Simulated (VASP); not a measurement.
Input of a VASP 6.6.1 run:

Contents of INCAR:

```
SYSTEM = SnO
ALGO     = Normal         ! electronic algorithm
EDIFF    = 1E-6           ! SCF threshold, eV
ENCUT    = 520            ! plane-wave cutoff, eV
GGA      = PS             ! functional
ISIF     = 2              ! what is computed and relaxed
ISMEAR   = -1             ! smearing method
LASPH    = .True.         ! aspherical terms in the spheres
LCHARG   = .False.        ! write CHGCAR
LREAL    = .False.        ! projectors in reciprocal space
LWAVE    = .False.        ! write WAVECAR
NBANDS   = 28             ! bands
NELM     = 80             ! most SCF steps
PREC     = Accurate       ! precision mode
SIGMA    = 0.05           ! smearing width, eV
```

KPOINTS

```
k-points
0
Gamma
  8 5 6
  0 0 0
```

POSCAR

```
SnO
1.0
    3.3096615362      0.0000000000      0.0000000000
    0.0000000000      5.5974175183      0.0000000000
    0.0000000000      0.0000000000      4.1649093566
Sn O
2 2
Direct
    0.5000000000      0.7680910000      0.0131440000
    0.0000000000      0.2319090000      0.5131440000
    0.5000000000      0.1087500000      0.2368570000
    0.0000000000      0.8912500000      0.7368570000
```

Potentials or basis: VASP PAW PBE potentials, release 64 (Sn_d, O).

Launch:

```bash
$ cat potpaw_PBE.64/Sn_d/POTCAR potpaw_PBE.64/O/POTCAR > POTCAR
$ mpirun -np 1 vasp_std > vasp.out
```

(1) Predict the band gap on the k mesh.

(2) Predict the pressure.

## Answers

(1) 1.37 eV (least direct gap 1.94 eV).

(2) 0.3 GPa.

Caveat: the PAW data sets were made with another functional, which shifts forces and pressure a little; spin-orbit coupling is left out, which moves the levels of the heavy elements.
